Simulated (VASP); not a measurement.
# Rh (I4/mmm) in VASP: further runs, part 2 of 2

VASP 6.6.1.

## Step 3: Single point, PBEsol (strain +0.0175 x Voigt [0, 0, 1, 0, 0, 0])

Input file INCAR:

```
  PREC = Accurate
  ENCUT = 520
  EDIFF = 1E-6
  ISMEAR = 0
  SIGMA = 0.15
  LREAL = False
  LASPH = True
  NELM = 100
  ALGO = Fast
  ISIF = 2
  LWAVE = False
  LCHARG = True
  GGA = PS
  LELF = True
  LVHAR = True
  NBANDS = 14
```

Input file KPOINTS:

```
Automatic mesh
0
Gamma
  22 22 22
```

Input file POSCAR:

```
Rh
1.0
    0.0000000000      1.9015500000      1.9348271250
    1.9015500000      0.0000000000      1.9348271250
    1.9015500000      1.9015500000      0.0000000000
Rh
1
Direct
    0.0000000000      0.0000000000      0.0000000000
```

Potentials or basis: VASP PAW PBE potentials, release 64 (Rh_pv).

On the command line:

```sh
cat potpaw_PBE.64/Rh_pv/POTCAR > POTCAR
mpirun -np 1 vasp_std > vasp.out
```

OUTCAR:

```text
PREC = Accurate
   ENCUT = 520
   EDIFF = 1E-6
   ISMEAR = 0
   LREAL = False
   LASPH = True
   NELM = 100
   ISIF = 2
   GGA = PS

 ion  position               nearest neighbor table
   1  0.000  0.000  0.000-

  LATTYP: Found a body centered tetragonal cell.
 ALAT       =     2.6891977995
 C/A-ratio  =     1.4389622997

  Lattice vectors:

 A1 = (  -1.9015500000,   0.0000000000,   1.9348271250)
 A2 = (   1.9015500000,   0.0000000000,   1.9348271250)
 A3 = (   0.0000000000,   1.9015500000,  -1.9348271250)

Analysis of symmetry for initial positions (statically):
=====================================================================
 Subroutine PRICEL returns:
 Original cell was already a primitive cell.

 Routine SETGRP: Setting up the symmetry group for a
 body centered tetragonal supercell.

 Subroutine GETGRP returns: Found 16 space group operations
 (whereof 16 operations were pure point group operations)
 out of a pool of 16 trial point group operations.

The static configuration has the point symmetry D_4h.

Analysis of symmetry for dynamics (positions and initial velocities):
=====================================================================
 Subroutine PRICEL returns:
 Original cell was already a primitive cell.

 Routine SETGRP: Setting up the symmetry group for a
 body centered tetragonal supercell.

 Subroutine GETGRP returns: Found 16 space group operations
 (whereof 16 operations were pure point group operations)
 out of a pool of 16 trial point group operations.

The dynamic configuration has the point symmetry D_4h.

 Subroutine INISYM returns: Found 16 space group operations
 (whereof 16 operations are pure point group operations),
 and found     1 'primitive' translations

----------------------------------------------------------------------------------------

[... 116 lines left out ...]
   LHFCALC =     F    Hartree Fock is set to
   AEXX    =    0.0000 exact exchange contribution
   IVDW    =     0    specifies the selected vdW correction
   LEPSILON=     F    determine dielectric tensor
   LRPA    =     F    only Hartree local field effects (RPA)
 non-spin polarized calculation
 RMM-DIIS sequential band-by-band and
 Gauss-broadening in eV      SIGMA  =   0.15
  energy-cutoff  :      520.00
  volume of cell :       13.99
 maximum number of plane-waves:       388
   NGX =  9   NGY =  9   NGZ =  9

 number of electron      15.0000003 magnetization

 Free energy of the ion-electron system (eV)
  ---------------------------------------------------
  ext. energy  EPLUGINS =         0.00000000
  ---------------------------------------------------
  free energy    TOTEN  =        -8.12836675 eV

  energy without entropy =       -8.11296667  energy(sigma->0) =       -8.12066671

 E-fermi :  11.4305     XC(G=0): -14.1054

 val. band max:       11.4300393127   @ k =   0.4545   0.0909   0.3636
 cond. band min:      11.4324750650   @ k =   0.3636   0.3636   0.0000
 fundamental gap:      0.0024357523
 Fermi energy:        11.4305169355

 k-point     1 :       0.0000    0.0000    0.0000
  band No.  band energies     occupation
      1     -34.8769      2.00000
      2     -34.8673      2.00000
      3     -34.8673      2.00000
      4       3.5110      2.00000
      5       8.2993      2.00000
      6       8.4852      2.00000
      7       8.4852      2.00000
      8      10.3620      2.00000
      9      10.5868      2.00000
     10      27.3859      0.00000
     11      31.8509      0.00000
     12      32.3883      0.00000
     13      32.9056      0.00000
     14      32.9056      0.00000
[... 377 lines left out ...]
      1     -35.5534      2.00000
      2     -34.9890      2.00000
      3     -34.9548      2.00000
      4       5.4831      2.00000
      5       8.2254      2.00000
      6       8.5049      2.00000
      7      11.1808      1.98144
      8      11.8636      0.00004
      9      12.8980      0.00000
     10      20.0108      0.00000
     11      26.9974      0.00000
     12      31.8471      0.00000
     13      32.0214      0.00000
     14      32.7665      0.00000

 [... further k-points ...]

------------------------ aborting loop because EDIFF is reached ----------------------------------------

  FORCE on cell =-STRESS in cart. coord.  units (eV):
  Direction    XX          YY          ZZ          XY          YZ          ZX
  --------------------------------------------------------------------------------------
  -------------------------------------------------------------------------------------
  Total       -0.7196084     -0.7196084     -1.0793609      0.0000000      0.0000000      0.0000000
  in kB      -82.3984690    -82.3984690   -123.5917894      0.0000000      0.0000000      0.0000000
  external PRESSURE =     -96.1295758 kB  Pullay stress =       0.0000000 kB

 VOLUME and BASIS-vectors are now :
 -----------------------------------------------------------------------------
  energy-cutoff  :      520.00
  volume of cell :       13.99
      direct lattice vectors                 reciprocal lattice vectors
     0.000000000  1.901550000  1.934827125    -0.262943388  0.262943388  0.258421020
     1.901550000  0.000000000  1.934827125     0.262943388 -0.262943388  0.258421020
     1.901550000  1.901550000  0.000000000     0.262943388  0.262943388 -0.258421020

 POSITION                                       TOTAL-FORCE (eV/Angst)
 -----------------------------------------------------------------------------------
      0.00000      0.00000      0.00000         0.000000     -0.000000      0.000000
 -----------------------------------------------------------------------------------
    total drift:                                0.000000     -0.000000      0.000000

  FREE ENERGIE OF THE ION-ELECTRON SYSTEM (eV)
  ---------------------------------------------------
  free  energy   TOTEN  =        -8.1283667459 eV

  energy  without entropy=       -8.1129666664  energy(sigma->0) =       -8.12066671
```

OSZICAR:

```text
N       E                     dE             d eps       ncg     rms          rms(c)
DAV:   1     0.120302161171E+03    0.12030E+03   -0.87811E+03 23448   0.114E+03
DAV:   2    -0.716758968439E+01   -0.12747E+03   -0.12175E+03 25830   0.341E+02
DAV:   3    -0.876174501872E+01   -0.15942E+01   -0.15916E+01 28044   0.418E+01
DAV:   4    -0.876766846282E+01   -0.59234E-02   -0.59230E-02 27150   0.262E+00
DAV:   5    -0.876772045074E+01   -0.51988E-04   -0.51989E-04 27762   0.217E-01    0.106E+01
RMM:   6    -0.815079558908E+01    0.61692E+00   -0.10195E+00 25058   0.979E+00    0.323E+00
RMM:   7    -0.813288381214E+01    0.17912E-01   -0.34600E-02 25911   0.199E+00    0.149E+00
RMM:   8    -0.812876468040E+01    0.41191E-02   -0.72719E-03 27668   0.982E-01    0.247E-01
RMM:   9    -0.812835774109E+01    0.40694E-03   -0.85259E-04 28651   0.321E-01    0.109E-02
RMM:  10    -0.812836763560E+01   -0.98945E-05   -0.95422E-05 28535   0.122E-01    0.101E-02
RMM:  11    -0.812836674590E+01    0.88969E-06   -0.38712E-06 25431   0.238E-02
   1 F= -.81283667E+01 E0= -.81206667E+01  d E =-.154001E-01
```

It took 1.8 min on 1 thread of Intel Xeon Platinum 8259CL at 2.50GHz (Skylake/Cascade Lake), shared host; peak memory 0.25 GiB.

Results:

```
Free energy : -8.1284 eV
Pressure    : -9.6 GPa
```

Stress tensor (GPa, compression positive):
```
 -8.24   0.00   0.00
  0.00  -8.24   0.00
  0.00   0.00 -12.36
```

Caveat: the cell differs from its parent crystal (strain +0.0175 x Voigt [0, 0, 1, 0, 0, 0]); the PAW data sets were made with another functional, which shifts forces and pressure a little.
